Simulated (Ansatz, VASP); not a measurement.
## One calculation of CdS, two programs

```
CELL_PARAMETERS angstrom
0.00000 2.91000 2.91000
2.91000 0.00000 2.91000
2.91000 2.91000 0.00000
ATOMIC_POSITIONS crystal
Cd 0.00000 0.00000 0.00000
S 0.77577 0.77577 0.72423
```

Change from the starting cell: one atom moved.

Alike in both runs: task single point; functional PBE; k mesh 8 × 8 × 8; occupations gaussian, width 0.02 eV; no spin polarisation.

|  | VASP | Ansatz |
| --- | --- | --- |
| version | VASP 6.6.1 | Ansatz 0.2.0 |
| potentials or method | VASP PAW PBE potentials, release 64 (Cd, S), cutoff 520 eV | scalar-relativistic, plane waves, PAW |
| valence electrons in the cell | 18 | 26 |

|  | VASP | Ansatz | Ansatz less VASP |
| --- | --- | --- | --- |
| gap on the k mesh at the Fermi level (eV) | 1.17 | 1.16 | -0.007 |
| least direct gap on the mesh (eV) | 1.17 | 1.16 | -0.007 |
| pressure (GPa) | 4.2 | 3.8 | -0.39 |
| traceless stress, the component that is largest in VASP (GPa) | 3.69 | 3.55 | -0.135 |
| rms of the force components (eV/Å) | 0.458 | 0.445 | -0.0125 |

Atom by atom the forces differ by 0.012 eV/Å (rms over components). VASP's potentials hold 18 valence electrons a cell and Ansatz's 26, so a difference there can come from the potentials and not from the codes.
